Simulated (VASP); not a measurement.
# W (Im-3m) in VASP: settings compared

W is run at these levels: PBE, r2SCAN, r2SCAN+U; tasks: single point.

Everything below comes from runs of VASP 6.6.1. Logs are shortened: lines on timing, memory, paths and dates and some standing lists are left out, and cuts for length are marked.

**1. The cell of the first run**

It takes space group Im-3m (No. 229, cubic). Conventional cell: a = 3.216 Å, b = 3.216 Å, c = 3.216 Å, α = 90.00°, β = 90.00°, γ = 90.00°. Within 3.7 Å of W (site symmetry m-3m) lie 14 W at 2.79 to 3.22 Å.

**2. Single point, PBE**

The input, INCAR:

```
SYSTEM = W
ALGO = Normal
EDIFF = 1E-6
ENCUT = 520
GGA = PE
ISIF = 2
ISMEAR = -1
LASPH = .True.
LCHARG = .False.
LREAL = .False.
LWAVE = .False.
NBANDS = 13
NELM = 60
PREC = Accurate
SIGMA = 0.1
```

The input, KPOINTS:

```
k-points
0
Gamma
  8 8 8
  0 0 0
```

The input, POSCAR:

```
W
1.0
   -1.6081756200      1.6081756200      1.6081756200
    1.6081756200     -1.6081756200      1.6081756200
    1.6081756200      1.6081756200     -1.6081756200
W
1
Direct
    0.0000000000      0.0000000000      0.0000000000
```

Potentials or basis: VASP PAW PBE potentials, release 64 (W_sv).

Command:

```sh
cat potpaw_PBE.64/W_sv/POTCAR > POTCAR
mpirun -np 1 vasp_std > vasp.out
```

OUTCAR:

```text
SYSTEM = W
   EDIFF = 1E-6
   ENCUT = 520
   GGA = PE
   ISIF = 2
   ISMEAR = -1
   LASPH = .True.
   LREAL = .False.
   NELM = 60
   PREC = Accurate

 ion  position               nearest neighbor table
   1  0.000  0.000  0.000-

  LATTYP: Found a body centered cubic cell.
 ALAT       =     3.2163512400

  Lattice vectors:

 A1 = (  -1.6081756200,   1.6081756200,   1.6081756200)
 A2 = (   1.6081756200,  -1.6081756200,   1.6081756200)
 A3 = (   1.6081756200,   1.6081756200,  -1.6081756200)

Analysis of symmetry for initial positions (statically):
=====================================================================
 Subroutine PRICEL returns:
 Original cell was already a primitive cell.

 Routine SETGRP: Setting up the symmetry group for a
 body centered cubic supercell.

 Subroutine GETGRP returns: Found 48 space group operations
 (whereof 48 operations were pure point group operations)
 out of a pool of 48 trial point group operations.

The static configuration has the point symmetry O_h .

Analysis of symmetry for dynamics (positions and initial velocities):
=====================================================================
 Subroutine PRICEL returns:
 Original cell was already a primitive cell.

 Routine SETGRP: Setting up the symmetry group for a
 body centered cubic supercell.

 Subroutine GETGRP returns: Found 48 space group operations
 (whereof 48 operations were pure point group operations)
 out of a pool of 48 trial point group operations.

The dynamic configuration has the point symmetry O_h .

 Subroutine INISYM returns: Found 48 space group operations
 (whereof 48 operations are pure point group operations),
 and found     1 'primitive' translations

----------------------------------------------------------------------------------------

                                     Primitive cell

  volume of cell :      16.6364

  direct lattice vectors                    reciprocal lattice vectors
    -1.608175620  1.608175620  1.608175620     0.000000000  0.310911317  0.310911317
     1.608175620 -1.608175620  1.608175620     0.310911317  0.000000000  0.310911317
     1.608175620  1.608175620 -1.608175620     0.310911317  0.310911317  0.000000000

  length of vectors
     2.785441881  2.785441881  2.785441881     0.439695001  0.439695001  0.439695001

  position of ions in fractional coordinates (direct lattice)
     0.000000000  0.000000000  0.000000000

  ion indices of the primitive-cell ions
   primitive index   ion index
                 1           1

----------------------------------------------------------------------------------------

 KPOINTS: k-points

Automatic generation of k-mesh.
 Grid dimensions read from file:
 generate k-points for:    8    8    8

 Generating k-lattice:

  Cartesian coordinates                     Fractional coordinates (reciprocal lattice)
     0.000000000  0.038863915  0.038863915     0.125000000  0.000000000  0.000000000
     0.038863915  0.000000000  0.038863915     0.000000000  0.125000000  0.000000000
     0.038863915  0.038863915  0.000000000     0.000000000  0.000000000  0.125000000

  Length of vectors
     0.054961875  0.054961875  0.054961875

  Shift w.r.t. Gamma in fractional coordinates (k-lattice)
     0.000000000  0.000000000  0.000000000

 Subroutine IBZKPT returns following result:
 ===========================================

 Found     29 irreducible k-points:

 Following reciprocal coordinates:
            Coordinates               Weight
  0.000000  0.000000  0.000000      1.000000
  0.125000  0.000000  0.000000     12.000000
  0.250000  0.000000  0.000000     12.000000
  0.375000  0.000000  0.000000     12.000000
  0.500000  0.000000  0.000000      6.000000
  0.125000  0.125000  0.000000     24.000000
[... 16 lines left out ...]
 -0.250000  0.250000  0.250000      6.000000
 -0.375000  0.375000  0.250000     24.000000
 [... further k-points ...]
   k-points           NKPTS =     29   k-points in BZ     NKDIM =     29   number of bands    NBANDS=     13
   number of dos      NEDOS =    301   number of ions     NIONS =      1
   total plane-waves  NPLWV =  13824
   dimension x,y,z NGX =    24 NGY =   24 NGZ =   24
   dimension x,y,z NGXF=    48 NGYF=   48 NGZF=   48
   ions per type =               1
   NGX,Y,Z   is equivalent  to a cutoff of  14.32, 14.32, 14.32 a.u.
   NGXF,Y,Z  is equivalent  to a cutoff of  28.65, 28.65, 28.65 a.u.
 SYSTEM =  W
   PREC   = accura    normal or accurate (medium, high low for compatibility)
   ISTART =      0    job   : 0-new  1-cont  2-samecut
   ICHARG =      2    charge: 1-file 2-atom 10-const
   ISPIN  =      1    spin polarized calculation?
   LNONCOLLINEAR =      F non collinear calculations
   LSORBIT =      F    spin-orbit coupling
   LASPH  =      T    aspherical Exc in radial PAW
   ENCUT  =  520.0 eV  38.22 Ry    6.18 a.u.   5.18  5.18  5.18*2*pi/ulx,y,z
   NELM   =     60;   NELMIN=  2; NELMDL= -5     # of ELM steps
   EDIFF  = 0.1E-05   stopping-criterion for ELM
   LREAL  =      F    real-space projection
   EDIFFG = 0.1E-04   stopping-criterion for IOM
   NSW    =      0    number of steps for IOM
   IBRION =     -1    ionic relax: 0-MD 1-quasi-New 2-CG
   NFREE  =      0    steps in history (QN), initial steepest desc. (CG)
   ISIF   =      2    stress and relaxation
   ISYM   =      2    0-nonsym 1-usesym 2-fastsym
   POTIM  = 0.5000    time-step for ionic-motion
   TEBEG  =    0.0;   TEEND  =   0.0 temperature during run
   PSTRESS=    0.0 pullay stress
   NELECT =      14.0000    total number of electrons
   NUPDOWN=      -1.0000    fix difference up-down
   EMIN   =  10.00;   EMAX   =-10.00  energy-range for DOS
   EFERMI =   0.00;   METHOD = LEGACY
   ISMEAR =    -1;   SIGMA  =   0.10  broadening in eV -4-tet -1-fermi 0-gaus
   EFERMI_NEDOS =   21; number of points for ismear=-14 and -15
   IALGO  =     38    algorithm
   IMIX   =      4    mixing-type and parameters
     AMIX     =   0.40;   BMIX     =  1.00
     AMIX_MAG =   1.60;   BMIX_MAG =  1.00
  volume/ion in A,a.u.               =      16.64       112.27
  Fermi-wavevector in a.u.,A,eV,Ry     =   1.545601  2.920762 32.502716  2.388882
  Thomas-Fermi vector in A             =   2.650956
   LORBIT       =      0    0 simple, 1 ext, 2 COOP (PROOUT), +10 PAW based schemes
   GGA     = PE    functional components
   LHFCALC =     F    Hartree Fock is set to
   AEXX    =    0.0000 exact exchange contribution
   IVDW    =     0    specifies the selected vdW correction
   LEPSILON=     F    determine dielectric tensor
   LRPA    =     F    only Hartree local field effects (RPA)
 non-spin polarized calculation
  energy-cutoff  :      520.00
  volume of cell :       16.64
 maximum number of plane-waves:       466
 NGX is ok and might be reduce to    24
   NGX = 11   NGY = 11   NGZ = 11

 number of electron      14.0000000 magnetization

 Free energy of the ion-electron system (eV)
  ---------------------------------------------------
  ext. energy  EPLUGINS =         0.00000000
  ---------------------------------------------------
  free energy    TOTEN  =       -12.94652277 eV

  energy without entropy =      -12.93777831  energy(sigma->0) =      -12.94215054

 E-fermi :  10.5769     XC(G=0): -13.3683

 val. band max:       10.2866791216   @ k =   0.1250   0.0000   0.0000
 cond. band min:      10.8493597594   @ k =  -0.2500   0.2500   0.1250
 fundamental gap:      0.5626806379
 Fermi energy:        10.5769271324

 k-point     1 :       0.0000    0.0000    0.0000
  band No.  band energies     occupation
      1     -63.4884      2.00000
      2     -27.1163      2.00000
      3     -27.1163      2.00000
      4     -27.1163      2.00000
      5       1.3897      2.00000
      6       9.6091      1.99987
      7       9.6091      1.99987
      8       9.6091      1.99987
      9      12.9056      0.00000
     10      12.9056      0.00000
     11      25.1605      0.00000
     12      25.1605      0.00000
     13      25.1605      0.00000

 k-point     2 :       0.1250    0.0000    0.0000
  band No.  band energies     occupation
      1     -63.4727      2.00000
      2     -27.2871      2.00000
      3     -27.1705      2.00000
      4     -27.1169      2.00000
      5       2.0804      2.00000
      6       9.2116      2.00000
      7       9.4727      1.99997
      8      10.2867      1.89594
      9      12.4082      0.00000
     10      12.9227      0.00000
     11      25.6508      0.00000
     12      26.3451      0.00000
     13      26.5895      0.00000

 k-point     3 :       0.2500    0.0000    0.0000
  band No.  band energies     occupation
      1     -63.4346      2.00000
      2     -27.6840      2.00000
      3     -27.2993      2.00000
      4     -27.1185      2.00000
      5       3.7133      2.00000
      6       8.3821      2.00000
      7       9.0039      2.00000
      8      12.1984      0.00000
      9      12.3122      0.00000
     10      13.0837      0.00000
     11      25.2474      0.00000
     12      26.6448      0.00000
     13      29.4811      0.00000
[... 305 lines left out ...]
 k-point    23 :      -0.2500    0.2500    0.2500
  band No.  band energies     occupation
      1     -63.3874      2.00000
      2     -27.7029      2.00000
      3     -27.4965      2.00000
      4     -27.4965      2.00000
      5       5.6503      2.00000
      6       8.1729      2.00000
      7      10.2567      1.92186
      8      10.2567      1.92185
      9      12.0514      0.00000
     10      14.0063      0.00000
     11      24.8727      0.00000
     12      29.3821      0.00000
     13      29.3821      0.00000

 k-point    24 :      -0.3750    0.3750    0.2500
  band No.  band energies     occupation
      1     -63.3538      2.00000
      2     -27.9362      2.00000
      3     -27.6319      2.00000
      4     -27.5275      2.00000
      5       6.4126      2.00000
      6       7.1721      2.00000
      7      10.2655      1.91500
      8      11.0138      0.02503
      9      14.2588      0.00000
     10      14.8387      0.00000
     11      23.7769      0.00000
     12      26.1875      0.00000
     13      27.4415      0.00000

 [... further k-points ...]

------------------------ aborting loop because EDIFF is reached ----------------------------------------

  FORCE on cell =-STRESS in cart. coord.  units (eV):
  Direction    XX          YY          ZZ          XY          YZ          ZX
  --------------------------------------------------------------------------------------
  -------------------------------------------------------------------------------------
  Total       -0.8399615     -0.8399615     -0.8399615     -0.0000000     -0.0000000      0.0000000
  in kB      -80.8927394    -80.8927394    -80.8927394     -0.0000000     -0.0000000      0.0000000
  external PRESSURE =     -80.8927394 kB  Pullay stress =       0.0000000 kB

 VOLUME and BASIS-vectors are now :
 -----------------------------------------------------------------------------
  energy-cutoff  :      520.00
  volume of cell :       16.64
      direct lattice vectors                 reciprocal lattice vectors
    -1.608175620  1.608175620  1.608175620     0.000000000  0.310911317  0.310911317
     1.608175620 -1.608175620  1.608175620     0.310911317  0.000000000  0.310911317
     1.608175620  1.608175620 -1.608175620     0.310911317  0.310911317  0.000000000

 POSITION                                       TOTAL-FORCE (eV/Angst)
 -----------------------------------------------------------------------------------
      0.00000      0.00000      0.00000        -0.000000     -0.000000      0.000000
 -----------------------------------------------------------------------------------
    total drift:                               -0.000000      0.000000      0.000000

  FREE ENERGIE OF THE ION-ELECTRON SYSTEM (eV)
  ---------------------------------------------------
  free  energy   TOTEN  =       -12.9465227739 eV

  energy  without entropy=      -12.9377783148  energy(sigma->0) =      -12.94215054
```

It took 4.6 s on 1 thread of AMD EPYC 9R45 (Zen 5), shared host; peak memory 0.11 GiB.

Results:

```yaml
Free_energy: -12.9465 eV
Pressure: -8.1 GPa
Band_gap_on_the_k_mesh: zero (band 7 reaches 15.58 eV, above the bottom of band 8 at 9.61 eV)
```

Levels at points of the mesh, in eV from the Fermi level:
```
           k point  band 5  band 6  band 7  band 8  band 9  band 10
(0.00, 0.00, 0.00)   -9.19   -0.97   -0.97   -0.97    2.33     2.33
(0.50, 0.00, 0.00)   -5.79   -3.16    0.70    2.20    3.12     5.91
(0.50, 0.50, 0.50)   -5.28   -5.28    5.01    5.01    5.01     8.05
```

Caveat: spin-orbit coupling is left out, which moves the levels of the heavy elements.

**3. Single point, r2SCAN**

POSCAR is that of step 2.

The input, INCAR.step1:

```
ALGO = Normal
EDIFF = 1E-4
ENCUT = 520
GGA = PE
ISMEAR = -1
LASPH = T
LCHARG = F
LREAL = F
LWAVE = T
NBANDS = 13
NELM = 80
PREC = Accurate
SIGMA = 0.1
```

The input, INCAR.step2:

```
ALGO = Normal
EDIFF = 1E-7
ENCUT = 520
ISIF = 2
ISMEAR = -1
ISTART = 1
LASPH = T
LCHARG = T
LELF = T
LMIXTAU = T
LREAL = F
LVHAR = T
LWAVE = F
METAGGA = R2SCAN
NBANDS = 13
NELM = 80
PREC = Accurate
SIGMA = 0.1
```

The input, KPOINTS:

```
k-points
0
Gamma
  8 8 8
```

Potentials or basis: VASP PAW PBE potentials, release 64 (W_sv).

Command:

```sh
cat potpaw_PBE.64/W_sv/POTCAR > POTCAR
cp INCAR.step1 INCAR
mpirun -np 1 vasp_std > vasp.out
cp INCAR.step2 INCAR
mpirun -np 1 vasp_std > vasp.out
```

Wall time 25 s (1 thread of AMD EPYC 9R45 (Zen 5), shared host); peak memory 0.11 GiB.

Results (log left out):

| Item | Value |
| --- | --- |
| Free energy | -51.3341 eV |
| Pressure | -12.0 GPa |
| Band gap on the k mesh | zero (band 7 reaches 15.60 eV, above the bottom of band 8 at 9.40 eV) |

Levels at points of the mesh, in eV from the Fermi level:
| k point | band 5 | band 6 | band 7 | band 8 | band 9 | band 10 |
| --- | --- | --- | --- | --- | --- | --- |
| (0.00, 0.00, 0.00) | -9.68 | -1.03 | -1.03 | -1.03 | 2.64 | 2.64 |
| (0.50, 0.00, 0.00) | -6.07 | -3.35 | 0.54 | 2.44 | 3.44 | 6.08 |
| (0.50, 0.50, 0.50) | -5.44 | -5.44 | 5.16 | 5.16 | 5.16 | 8.32 |

Caveat: the PAW data sets were made with another functional, which shifts forces and pressure a little; spin-orbit coupling is left out, which moves the levels of the heavy elements.

(Part 1 of 2 ends here.)
